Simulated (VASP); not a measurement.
Wanted: the native input for a VASP 6.6.1 run.

```
Task                   : electric field gradients
Functional             : LDA
Potentials or basis    : VASP PAW LDA potentials, release 64 (Sr_sv, Cd)
Cutoff                 : 520 eV
k mesh                 : 10 × 10 × 10
Occupations            : fermi-dirac, width 0.08 eV
Spin                   : no spin polarisation
Dipole correction      : no
Further INCAR settings : ALGO = Normal; EDIFF = 1e-08; NBANDS = 18
```

The structure of SrCd lies in POSCAR:

```
SrCd
1.0
    3.9488987734      0.0000000000      0.0000000000
    0.0000000000      3.9488987734      0.0000000000
    0.0000000000      0.0000000000      3.9488987734
Sr Cd
1 1
Direct
    0.5000000000      0.5000000000      0.5000000000
    0.0000000000      0.0000000000      0.0000000000
```

This cell differs from its parent crystal: volume scaled by 0.96.

These files were run (other wordings do the same):

INCAR

```
PREC = Accurate
ENCUT = 520
EDIFF = 1E-8
ISMEAR = -1
SIGMA = 0.08
LREAL = F
LASPH = T
NELM = 80
ALGO = Normal
ISIF = 2
LWAVE = F
LCHARG = F
LEFG = T
NBANDS = 18
```

KPOINTS

```
Automatic mesh
0
Gamma
  10 10 10
```

Potentials or basis: VASP PAW LDA potentials, release 64 (Sr_sv, Cd).

Launch:

```bash
$ cat potpaw_LDA.64/Sr_sv/POTCAR potpaw_LDA.64/Cd/POTCAR > POTCAR
$ mpirun -np 1 vasp_std > vasp.out
```

Results of the run:

* Pressure: -0.9 GPa
* Band gap on the k mesh: zero (band 11 reaches 3.58 eV, above the bottom of band 12 at 1.39 eV)

Caveat: without QUAD_EFG the Cq values of the log hold for a quadrupole moment of 1 mb, not for the nuclei.

It took 23 s on 1 thread of AMD EPYC 9R45 96-Core Processor (Zen 5), with other jobs on the host, peak memory 0.16 GiB.
